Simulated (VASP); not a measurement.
Here is a VASP 6.6.1 calculation.

Contents of INCAR:

```
SYSTEM = AgCl
  PREC = Accurate
  ENCUT = 520
  EDIFF = 1E-8
  ISMEAR = -1
  SIGMA = 0.03
  LREAL = .False.
  LASPH = .True.
  NELM = 100
  ALGO = Normal
  ISIF = 2
  LWAVE = .False.
  LCHARG = .False.
  GGA = PE
  LEFG = .True.
  NBANDS = 26
```

KPOINTS

```
regular mesh
0
Gamma
  9 9 8
  0 0 0
```

POSCAR

```
AgCl
1.0
    1.8327171557     -5.4431635047      0.0000000000
    1.8327171557      5.4431635047      0.0000000000
    0.0000000000      0.0000000000      3.8439324781
Ag Cl
2 2
Direct
    0.3965554000      0.6034446000      0.7500000000
    0.6034446000      0.3965554000      0.2500000000
    0.8654487300      0.1345512700      0.2500000000
    0.1345512700      0.8654487300      0.7500000000
```

Potentials or basis: VASP PAW PBE potentials, release 64 (Ag, Cl).

Launch:

```bash
$ cat potpaw_PBE.64/Ag/POTCAR potpaw_PBE.64/Cl/POTCAR > POTCAR
$ mpirun -np 1 vasp_std > vasp.out
```

Task: Estimate the band gap on the k mesh.

Result: 0.49 eV (least direct gap 2.10 eV).

Task: Estimate the largest force.

Result: 0.057 eV/Å.

Forces in eV/Å, atoms in the order of the input:
```
Ag   0.000 -0.018  0.000
Ag   0.000  0.018  0.000
Cl   0.000  0.057  0.000
Cl   0.000 -0.057  0.000
```

Caveat: semilocal functionals underestimate gaps, and a narrow one can read as zero; without QUAD_EFG the Cq values of the log hold for a quadrupole moment of 1 mb, not for the nuclei. A k mesh can miss the band edges.
